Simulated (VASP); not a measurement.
# InSb (F-43m) in VASP: further runs

InSb is run at these levels: PBEsol; tasks: vibrations by perturbation theory.

Program: VASP 6.6.1. These are calculated values, not measurements. Logs are shortened: lines on timing, memory, paths and dates and some standing lists are left out, and cuts for length are marked.

### Step 1. The cell of the first run

Symmetry: F-43m, No. 216, cubic system. The conventional cell has a = 6.488 Å, b = 6.488 Å, c = 6.488 Å, α = 90.00°, β = 90.00°, γ = 90.00°. Within 3.7 Å of In (site symmetry -43m) lie 4 Sb at 2.81 Å. Sb (site symmetry -43m) has 4 In at 2.81 Å within 3.7 Å.

### Step 2. Vibrations by perturbation theory, PBEsol (34.13 Å³/atom)

INCAR reads:

```
SYSTEM = InSb
PREC = Accurate ; ENCUT = 520
EDIFF = 1E-8 ; ISMEAR = -1
SIGMA = 0.1 ; LREAL = .FALSE.
LASPH = .TRUE. ; NELM = 100
ALGO = Normal ; ISIF = 2
LWAVE = .FALSE. ; LCHARG = .FALSE.
GGA = PS ; NBANDS = 16
IBRION = 8 ; NSW = 1
```

KPOINTS reads:

```
Automatic mesh
0
G
  10 10 10
  0 0 0
```

POSCAR reads:

```
InSb
1.0
    0.0000000000      3.2438061146      3.2438061146
    3.2438061146      0.0000000000      3.2438061146
    3.2438061146      3.2438061146      0.0000000000
In Sb
1 1
Direct
    0.0000000000      0.0000000000      0.0000000000
    0.7500000000      0.7500000000      0.7500000000
```

Potentials or basis: VASP PAW PBE potentials, release 64 (In_d, Sb).

Started as:

```console
> cat potpaw_PBE.64/In_d/POTCAR potpaw_PBE.64/Sb/POTCAR > POTCAR
> mpirun -np 1 vasp_std > vasp.out
```

OUTCAR:

```text
SYSTEM = InSb
   PREC = Accurate
   ENCUT = 520
   EDIFF = 1E-8
   ISMEAR = -1
   LREAL = .FALSE.
   LASPH = .TRUE.
   NELM = 100
   ISIF = 2
   GGA = PS
   IBRION = 8
   NSW = 1

 ion  position               nearest neighbor table
   1  0.000  0.000  0.000-   2 2.81   2 2.81   2 2.81   2 2.81
   2  0.750  0.750  0.750-   1 2.81   1 2.81   1 2.81   1 2.81

  LATTYP: Found a face centered cubic cell.
 ALAT       =     6.4876122292

  Lattice vectors:

 A1 = (   0.0000000000,   3.2438061146,   3.2438061146)
 A2 = (   3.2438061146,   0.0000000000,   3.2438061146)
 A3 = (   3.2438061146,   3.2438061146,   0.0000000000)

Analysis of symmetry for initial positions (statically):
=====================================================================
 Subroutine PRICEL returns:
 Original cell was already a primitive cell.

 Routine SETGRP: Setting up the symmetry group for a
 face centered cubic supercell.

 Subroutine GETGRP returns: Found 24 space group operations
 (whereof 24 operations were pure point group operations)
 out of a pool of 48 trial point group operations.

The static configuration has the point symmetry T_d .

Analysis of symmetry for dynamics (positions and initial velocities):
=====================================================================
 Subroutine PRICEL returns:
 Original cell was already a primitive cell.

 Routine SETGRP: Setting up the symmetry group for a
 face centered cubic supercell.

 Subroutine GETGRP returns: Found 24 space group operations
 (whereof 24 operations were pure point group operations)
 out of a pool of 48 trial point group operations.

The dynamic configuration has the point symmetry T_d .

 Subroutine INISYM returns: Found 24 space group operations
 (whereof 24 operations are pure point group operations),
 and found     1 'primitive' translations

----------------------------------------------------------------------------------------

                                     Primitive cell

  volume of cell :      68.2645

  direct lattice vectors                    reciprocal lattice vectors
     0.000000000  3.243806115  3.243806115    -0.154139915  0.154139915  0.154139915
     3.243806115  0.000000000  3.243806115     0.154139915 -0.154139915  0.154139915
     3.243806115  3.243806115  0.000000000     0.154139915  0.154139915 -0.154139915

  length of vectors
     4.587434601  4.587434601  4.587434601     0.266978165  0.266978165  0.266978165

  position of ions in fractional coordinates (direct lattice)
     0.000000000  0.000000000  0.000000000
     0.750000000  0.750000000  0.750000000

  ion indices of the primitive-cell ions
   primitive index   ion index
                 1           1
                 2           2

----------------------------------------------------------------------------------------

 KPOINTS: Automatic mesh

Automatic generation of k-mesh.
 Grid dimensions read from file:
 generate k-points for:   10   10   10

 Generating k-lattice:

  Cartesian coordinates                     Fractional coordinates (reciprocal lattice)
    -0.015413992  0.015413992  0.015413992     0.100000000  0.000000000  0.000000000
     0.015413992 -0.015413992  0.015413992     0.000000000  0.100000000  0.000000000
     0.015413992  0.015413992 -0.015413992     0.000000000  0.000000000  0.100000000

  Length of vectors
     0.026697816  0.026697816  0.026697816

[... 74 lines left out ...]
  volume/ion in A,a.u.               =      34.13       230.34
  Fermi-wavevector in a.u.,A,eV,Ry     =   1.049786  1.983808 14.994310  1.102051
  Thomas-Fermi vector in A             =   2.184763
   LORBIT       =      0    0 simple, 1 ext, 2 COOP (PROOUT), +10 PAW based schemes
   GGA     = PS    functional components
   LHFCALC =     F    Hartree Fock is set to
   AEXX    =    0.0000 exact exchange contribution
   IVDW    =     0    specifies the selected vdW correction
   LEPSILON=     F    determine dielectric tensor
   LRPA    =     F    only Hartree local field effects (RPA)
 non-spin polarized calculation
  energy-cutoff  :      520.00
  volume of cell :       68.26
 maximum number of plane-waves:      1855
 NGX is ok and might be reduce to    36
   NGX = 17   NGY = 17   NGZ = 17

--------------------------------------- Ionic step        1  -------------------------------------------

 number of electron      17.9999992 magnetization

 Free energy of the ion-electron system (eV)
  ---------------------------------------------------
  ext. energy  EPLUGINS =         0.00000000
  ---------------------------------------------------
  free energy    TOTEN  =        -7.69812871 eV

  energy without entropy =       -7.69631543  energy(sigma->0) =       -7.69722207

 E-fermi :   5.1020     XC(G=0):  -8.8521

 val. band max:        4.9198974207   @ k =   0.0000   0.0000   0.0000
 cond. band min:       5.3844911371   @ k =   0.5000   0.0000   0.0000
 fundamental gap:      0.4645937165
 Fermi energy:         5.1019705048

 k-point     1 :       0.0000    0.0000    0.0000
  band No.  band energies     occupation
      1      -9.6119      2.00000
      2      -9.6119      2.00000
      3      -9.6119      2.00000
      4      -9.5264      2.00000
      5      -9.5264      2.00000
      6      -5.8042      2.00000
[... 433 lines left out ...]
      3      -9.5778      2.00000
      4      -9.5402      2.00000
      5      -9.5197      2.00000
      6      -4.4394      2.00000
[... 8 lines left out ...]
     15      14.5291      0.00000
     16      14.8939      0.00000

 [... further k-points ...]

------------------------ aborting loop because EDIFF is reached ----------------------------------------

  FORCE on cell =-STRESS in cart. coord.  units (eV):
  Direction    XX          YY          ZZ          XY          YZ          ZX
  --------------------------------------------------------------------------------------
  -------------------------------------------------------------------------------------
  Total        0.2850183      0.2850183      0.2850183     -0.0000000      0.0000000     -0.0000000
  in kB        6.6894233      6.6894233      6.6894233     -0.0000000      0.0000000     -0.0000000
  external PRESSURE =       6.6894233 kB  Pullay stress =       0.0000000 kB

 VOLUME and BASIS-vectors are now :
 -----------------------------------------------------------------------------
  energy-cutoff  :      520.00
  volume of cell :       68.26
      direct lattice vectors                 reciprocal lattice vectors
     0.000000000  3.243806115  3.243806115    -0.154139915  0.154139915  0.154139915
     3.243806115  0.000000000  3.243806115     0.154139915 -0.154139915  0.154139915
     3.243806115  3.243806115  0.000000000     0.154139915  0.154139915 -0.154139915

 POSITION                                       TOTAL-FORCE (eV/Angst)
 -----------------------------------------------------------------------------------
      0.00000      0.00000      0.00000        -0.000000     -0.000000     -0.000000
      4.86571      4.86571      4.86571         0.000000      0.000000      0.000000
 -----------------------------------------------------------------------------------
    total drift:                                0.000000      0.000000      0.000000

  FREE ENERGIE OF THE ION-ELECTRON SYSTEM (eV)
  ---------------------------------------------------
  free  energy   TOTEN  =        -7.6981287144 eV

  energy  without entropy=       -7.6963154324  energy(sigma->0) =       -7.69722207

[... ionic steps 2 to 3 ...]

--------------------------------------- Ionic step        4  -------------------------------------------

------------------------ aborting loop because EDIFF is reached ----------------------------------------

[... ionic steps 5 to 6 ...]

--------------------------------------- Ionic step        7  -------------------------------------------

 Free energy of the ion-electron system (eV)
  ---------------------------------------------------
  ---------------------------------------------------
  free energy    TOTEN  =        -0.02704958 eV

  energy without entropy =       -0.02704958

------------------------ aborting loop because EDIFF is reached ----------------------------------------

 INTERNAL STRAIN TENSOR  FOR ION    2  DIRECTION 1   (eV/Angst):
 -----------------------------------------------------------------------------
    -0.00428  0.00000  0.00000
     0.00000  0.00397  7.39931
     0.00000  7.39931  0.00397

 INTERNAL STRAIN TENSOR FOR ION    2 for displacements in x,y,z  (eV/Angst):
          X           Y           Z          XY          YZ          ZX
  --------------------------------------------------------------------------------
  x     0.00000     0.00000     0.00000     0.00000     7.39931     0.00000
  y     0.00000    -0.00000     0.00000     0.00000     0.00000     7.39931
  z     0.00000     0.00000     0.00000     7.39931     0.00000     0.00000

 SECOND DERIVATIVES (NOT SYMMETRIZED)
 ------------------------------------
               1X          1Y          1Z          2X          2Y          2Z
  1X    -6.760535    0.000000    0.000000    6.760535    0.000000    0.000000
  1Y     0.000000   -6.760535    0.000000    0.000000    6.760535    0.000000
  1Z     0.000000    0.000000   -6.760535    0.000000    0.000000    6.760535
  2X     6.803107    0.000000    0.000000   -6.803107    0.000000    0.000000
  2Y     0.000000    6.803107    0.000000    0.000000   -6.803107    0.000000
  2Z     0.000000    0.000000    6.803107    0.000000    0.000000   -6.803107

 Eigenvectors and eigenvalues of the dynamical matrix
 ----------------------------------------------------

   1 f  =    5.295915 THz    33.275217 2PiTHz  176.652717 cm-1    21.902136 meV
             X         Y         Z           dx          dy          dz
      0.000000  0.000000  0.000000     0.000000   -0.000000    0.716295
      4.865709  4.865709  4.865709     0.000000   -0.000000   -0.697798
[... 21 lines left out ...]
   6 f/i=    0.008308 THz     0.052202 2PiTHz    0.277133 cm-1     0.034360 meV
             X         Y         Z           dx          dy          dz
      0.000000  0.000000  0.000000     0.000000   -0.314026   -0.623144
      4.865709  4.865709  4.865709     0.000000   -0.322351   -0.639663

--------------------------------------------------------------------------------------------------------

 ELASTIC MODULI CONTR FROM IONIC RELAXATION (kBar)
 Direction    XX          YY          ZZ          XY          YZ          ZX
 --------------------------------------------------------------------------------
 XX          -0.0000     -0.0000     -0.0000     -0.0000     -0.0000     -0.0000
 YY          -0.0000     -0.0000     -0.0000     -0.0000     -0.0000      0.0000
 ZZ          -0.0000     -0.0000     -0.0000     -0.0000     -0.0000     -0.0000
 XY          -0.0000     -0.0000     -0.0000   -190.7501      0.0000      0.0000
 YZ          -0.0000     -0.0000     -0.0000      0.0000   -190.7501      0.0000
 ZX          -0.0000      0.0000     -0.0000      0.0000      0.0000   -190.7501
 --------------------------------------------------------------------------------
```

Run time: 4.9 min. Hardware: 1 thread of Intel Xeon Platinum 8559C (Emerald Rapids), shared host; peak memory 0.54 GiB.

What came out:

| Item | Value |
| --- | --- |
| Highest phonon frequency at Γ, LO-TO splitting left out | 177 cm⁻¹ |

Phonon frequencies in cm⁻¹ (negative: imaginary):
```
              q point        frequencies
(0.000, 0.000, 0.000)  0 0 0 177 177 177
```

Caveat: the PAW data sets were made with another functional, which shifts forces and pressure a little; spin-orbit coupling is left out, which moves the levels of the heavy elements.

### Step 3. Vibrations by perturbation theory, PBEsol

This run uses another cell than the first one, of 34.65 Å³/atom.

INCAR reads:

```
PREC = Accurate ; ENCUT = 520
EDIFF = 1E-8 ; ISMEAR = -1
SIGMA = 0.1 ; LREAL = False
LASPH = True ; NELM = 80
ALGO = Normal ; ISIF = 2
LWAVE = False ; LCHARG = False
GGA = PS ; NBANDS = 16
IBRION = 8 ; NSW = 1
```

KPOINTS reads:

```
regular mesh
0
Gamma
  10 10 10
```

POSCAR reads:

```
InSb
1.0
    0.0000000000      3.2601892516      3.2601892516
    3.2601892516      0.0000000000      3.2601892516
    3.2601892516      3.2601892516      0.0000000000
In Sb
1 1
Direct
    0.0000000000      0.0000000000      0.0000000000
    0.7500000000      0.7500000000      0.7500000000
```

Potentials or basis: VASP PAW PBE potentials, release 64 (In_d, Sb).

Started as:

```console
> cat potpaw_PBE.64/In_d/POTCAR potpaw_PBE.64/Sb/POTCAR > POTCAR
> mpirun -np 1 vasp_std > vasp.out
```

OUTCAR:

```text
PREC = Accurate
   ENCUT = 520
   EDIFF = 1E-8
   ISMEAR = -1
   LREAL = False
   LASPH = True
   NELM = 80
   ISIF = 2
   GGA = PS
   IBRION = 8
   NSW = 1

 ion  position               nearest neighbor table
   1  0.000  0.000  0.000-   2 2.82   2 2.82   2 2.82   2 2.82
   2  0.750  0.750  0.750-   1 2.82   1 2.82   1 2.82   1 2.82

  LATTYP: Found a face centered cubic cell.
 ALAT       =     6.5203785032

  Lattice vectors:

 A1 = (   0.0000000000,   3.2601892516,   3.2601892516)
[... 711 lines left out ...]
  1X    -6.527186    0.000000    0.000000    6.527186    0.000000    0.000000
  1Y     0.000000   -6.527186    0.000000    0.000000    6.527186    0.000000
  1Z     0.000000    0.000000   -6.527186    0.000000    0.000000    6.527186
  2X     6.530353    0.000000    0.000000   -6.530353    0.000000    0.000000
  2Y     0.000000    6.530353    0.000000    0.000000   -6.530353    0.000000
  2Z     0.000000    0.000000    6.530353    0.000000    0.000000   -6.530353

 Eigenvectors and eigenvalues of the dynamical matrix
 ----------------------------------------------------

   1 f  =    5.196386 THz    32.649859 2PiTHz  173.332793 cm-1    21.490518 meV
             X         Y         Z           dx          dy          dz
      0.000000  0.000000  0.000000     0.000000    0.717304    0.000000
      4.890284  4.890284  4.890284     0.000000   -0.696760    0.000000
[... 21 lines left out ...]
   6 f/i=    0.000630 THz     0.003958 2PiTHz    0.021012 cm-1     0.002605 meV
             X         Y         Z           dx          dy          dz
      0.000000  0.000000  0.000000     0.000000    0.000000   -0.696760
      4.890284  4.890284  4.890284     0.000000    0.000000   -0.717304

--------------------------------------------------------------------------------------------------------

 ELASTIC MODULI CONTR FROM IONIC RELAXATION (kBar)
 Direction    XX          YY          ZZ          XY          YZ          ZX
 --------------------------------------------------------------------------------
 XX          -0.0000      0.0000      0.0000     -0.0000      0.0000     -0.0000
 YY           0.0000     -0.0000      0.0000     -0.0000     -0.0000      0.0000
 ZZ           0.0000      0.0000     -0.0000      0.0000     -0.0000     -0.0000
 XY          -0.0000     -0.0000      0.0000   -169.1402     -0.0000      0.0000
 YZ           0.0000     -0.0000     -0.0000     -0.0000   -169.1402      0.0000
 ZX          -0.0000      0.0000     -0.0000      0.0000      0.0000   -169.1402
 --------------------------------------------------------------------------------
```

OSZICAR:

```text
N       E                     dE             d eps       ncg     rms          rms(c)
DAV:   1     0.113493980055E+03    0.11349E+03   -0.79344E+03  1504   0.112E+03
DAV:   2    -0.531855367948E+00   -0.11403E+03   -0.11008E+03  1752   0.283E+02
DAV:   3    -0.763031385075E+01   -0.70985E+01   -0.70729E+01  1912   0.722E+01
[... 40 lines left out ...]
RMM:   5    -0.270620557224E-01   -0.26068E-04   -0.10006E-05 10414   0.231E-02    0.478E-03
RMM:   6    -0.270568045266E-01    0.52512E-05   -0.10874E-06 10330   0.655E-03    0.136E-03
RMM:   7    -0.270545637588E-01    0.22408E-05   -0.15240E-07 10643   0.250E-03    0.508E-04
RMM:   8    -0.270547347147E-01   -0.17096E-06   -0.31332E-08 10686   0.883E-04    0.264E-04
RMM:   9    -0.270549214348E-01   -0.18672E-06   -0.15639E-08 10622   0.383E-04    0.524E-05
RMM:  10    -0.270549304247E-01   -0.89899E-08    0.11920E-08 11550   0.145E-04    0.466E-05
 Linear response finished
```

Run time: 5.7 min. Hardware: 1 thread of Intel Xeon Platinum 8559C (Emerald Rapids), shared host; peak memory 0.55 GiB.

Results:

```yaml
Highest_phonon_frequency_at_Γ_LO-TO_splitting_left_out: 173 cm⁻¹
```

Phonon frequencies in cm⁻¹ (negative: imaginary):
```tsv
q point	frequencies
(0.000, 0.000, 0.000)	0 0 0 173 173 173
```

Caveat: the PAW data sets were made with another functional, which shifts forces and pressure a little; spin-orbit coupling is left out, which moves the levels of the heavy elements.
